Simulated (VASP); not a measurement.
Runs of VASP 6.6.1 on SrCl2. The structure is that of space group Fm-3m (No. 225), or close to it. The cells are those of the table. 

```csv
cell,gap on the mesh (eV),pressure (GPa)
"a = 5.126 Å, angles 60.0°, 3 atoms",(a),(c)
"a = 4.732 Å, angles 60.0°, 3 atoms",(b),6.8
"a = 5.324 Å, angles 60.0°, 3 atoms",5.16,-5.0
"a = 4.535 Å, angles 60.0°, 3 atoms",5.71,17.7
"a = 4.832, b = 4.832, c = 4.732 Å, angles 60.7, 60.7, 58.6°, 3 atoms",5.81,4.3
"a = 4.635, b = 4.635, c = 4.535 Å, angles 60.7, 60.7, 58.6°, 3 atoms",5.62,13.5
```

Alike in all rows: task single point; level r2SCAN; potentials or basis VASP PAW PBE potentials, release 64 (Sr_sv, Cl); no spin polarisation; k mesh 6 × 6 × 6; cutoff (eV) 520; smearing gaussian 0.05 eV.

**Question.** Estimate the missing entries.

**Answer.** (a) 5.55; (b) 5.89; (c) -3.2.

Caveats: the PAW data sets were made with another functional, which shifts forces and pressure a little; the cell stands under pressure (at least some runs); the cell stands under tension (at least some runs).

A k mesh can miss the band edges, and the runs leave out spin-orbit coupling on Sr.
